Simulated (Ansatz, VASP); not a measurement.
**One calculation of BaTiO3, two programs**

INCAR

```
SYSTEM = BaTiO3
ALGO     = Normal         ! electronic algorithm
EDIFF    = 1E-7           ! SCF threshold, eV
ENCUT    = 520            ! plane-wave cutoff, eV
GGA      = PE             ! functional
ISIF     = 2              ! what is computed and relaxed
ISMEAR   = -1             ! smearing method
LASPH    = .True.         ! aspherical terms in the spheres
LCHARG   = .True.         ! write CHGCAR
LELF     = .True.         ! ELF
LREAL    = .False.        ! projectors in reciprocal space
LVHAR    = .True.       
LWAVE    = .False.        ! write WAVECAR
NBANDS   = 28             ! bands
NELM     = 80             ! most SCF steps
PREC     = Accurate       ! precision mode
SIGMA    = 0.05           ! smearing width, eV
```

The input KPOINTS:

```
k-points
0
Gamma
  9 9 9
  0 0 0
```

Contents of POSCAR:

```
BaTiO3
1.0
    2.8276681575      1.6325549719      2.2481996598
   -2.8276681575      1.6325549719      2.2481996598
    0.0000000000     -3.2651099438      2.2481996598
Ba Ti O
1 1 3
Direct
    0.0000000000      0.0000000000      0.0000000000
    0.5140000000      0.5140000000      0.5140000000
    0.4916000000      0.4916000000      0.9815000000
    0.4916000000      0.9815000000      0.4916000000
    0.9815000000      0.4916000000      0.4916000000
```

Input for Ansatz:

```yaml
crystal:
  lattice:
    - [2.8276681575, 1.6325549719, 2.2481996598]
    - [-2.8276681575, 1.6325549719, 2.2481996598]
    - [0.0, -3.2651099438, 2.2481996598]
  atoms:
    - { symbol: Ba, position: [0.0, 0.0, 0.0] }
    - { symbol: Ti, position: [0.514, 0.514, 0.514] }
    - { symbol: O, position: [0.4916, 0.4916, 0.9815] }
    - { symbol: O, position: [0.4916, 0.9815, 0.4916] }
    - { symbol: O, position: [0.9815, 0.4916, 0.4916] }
kpoints:
  mp_grid: { grid: [9, 9, 9] }
  band_path:
    path:
      - [0.0, 0.0, 0.0]
      - [0.5, 0.0, 0.0]
      - [0.5, -0.5, 0.5]
      - [0.4827363762, -0.5172636238, 0.4827363762]
      - [0.4827363762, 0.4827363762, 0.4827363762]
      - [0.0, 0.0, 0.0]
      - [0.5, -0.5, 0.0]
    npoints: 5
scf:
  occupations: { method: fermi_dirac, width: 0.05 }
hamiltonian:
  xc: pbe
  pseudopotentials: { kind: all_electron, lapw: { basis_error: 0.001 } }
output:
  forces: true
  stress: true
  eigenvalues: true
```

Change from the starting cell: zz strain of -3 %.

Alike in both runs: task single point; functional PBE; k mesh 9 × 9 × 9; occupations fermi-dirac, width 0.05 eV; no spin polarisation.

|  | VASP | Ansatz |
| --- | --- | --- |
| version | VASP 6.6.1 | Ansatz 0.2.0 |
| potentials or method | VASP PAW PBE potentials, release 64 (Ba_sv, Ti_sv, O), cutoff 520 eV | all-electron LAPW, scalar-relativistic |

VASP gave:

```
gap on the k mesh at the Fermi level (eV)                     : 2.44
pressure (GPa)                                                : 12.7
traceless stress, the component that is largest in VASP (GPa) : 4.68
rms of the force components (eV/Å)                            : 0.213
```

Q: Which values does Ansatz return?

A: gap on the k mesh at the Fermi level (eV): 2.49; pressure (GPa): 10.7; traceless stress, the component that is largest in VASP (GPa): 4.57; rms of the force components (eV/Å): 0.187.

Atom by atom the forces differ by 0.030 eV/Å (rms over components). Ansatz ran all-electron here, and VASP with PAW potentials.

Spin-orbit coupling is off throughout.
